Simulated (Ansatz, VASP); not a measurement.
**Ir: VASP beside Ansatz**

INCAR

```
PREC     = Accurate       # precision mode
ENCUT    = 520            # plane-wave cutoff, eV
EDIFF    = 1E-7           # SCF threshold, eV
ISMEAR   = -1             # smearing method
SIGMA    = 0.05           # smearing width, eV
LREAL    = False          # projectors in reciprocal space
LASPH    = True           # aspherical terms in the spheres
NELM     = 80             # most SCF steps
ALGO     = Normal         # electronic algorithm
ISIF     = 2              # what is computed and relaxed
LWAVE    = False          # write WAVECAR
LCHARG   = False          # write CHGCAR
GGA      = PE             # functional
NBANDS   = 10             # bands
```

The input KPOINTS:

```
Automatic mesh
0
Gamma
  15 15 15
```

POSCAR

```
Ir
1.0
    0.0000000000      1.9197000000      1.8813060000
    1.9197000000      0.0000000000      1.8813060000
    1.9197000000      1.9197000000      0.0000000000
Ir
1
Direct
    0.0000000000      0.0000000000      0.0000000000
```

Input for Ansatz:

```yaml
crystal:
  lattice:
    - [0.0, 1.9197, 1.881306]
    - [1.9197, 0.0, 1.881306]
    - [1.9197, 1.9197, 0.0]
  atoms:
    - { symbol: Ir, position: [0.0, 0.0, 0.0] }
kpoints:
  mp_grid: { grid: [15, 15, 15] }
  band_path:
    path:
      - [0.0, 0.0, 0.0]
      - [0.0, 0.5, 0.5]
      - [0.25, 0.75, 0.5]
      - [0.0, 0.5, 0.0]
      - [0.0, 0.0, 0.0]
      - [0.5, 0.5, 0.0]
      - [0.3801541025, 0.6198458975, 0.0]
      - [-0.3801541025, 0.3801541025, 0.0]
      - [0.0, 0.0, 0.0]
    npoints: 5
scf:
  occupations: { method: fermi_dirac, width: 0.05 }
hamiltonian:
  xc: pbe
  pseudopotentials: { kind: all_electron, lapw: { basis_error: 0.0005 } }
output:
  forces: true
  stress: true
  eigenvalues: true
```

Change from the starting cell: zz strain of -2 %.

Alike in both runs: task single point; functional PBE; k mesh 15 × 15 × 15; occupations fermi-dirac, width 0.05 eV; no spin polarisation.

|  | VASP | Ansatz |
| --- | --- | --- |
| version | VASP 6.6.1 | Ansatz 0.2.0 |
| potentials or method | VASP PAW PBE potentials, release 64 (Ir), cutoff 520 eV | all-electron LAPW, scalar-relativistic |

|  | VASP | Ansatz | Ansatz less VASP |
| --- | --- | --- | --- |
| pressure (GPa) | 18.1 | 17.3 | -0.81 |
| traceless stress, the component that is largest in VASP (GPa) | 5.48 | 5.50 | +0.021 |

Ansatz ran all-electron here, and VASP with PAW potentials.

Neither program's run includes spin-orbit coupling.
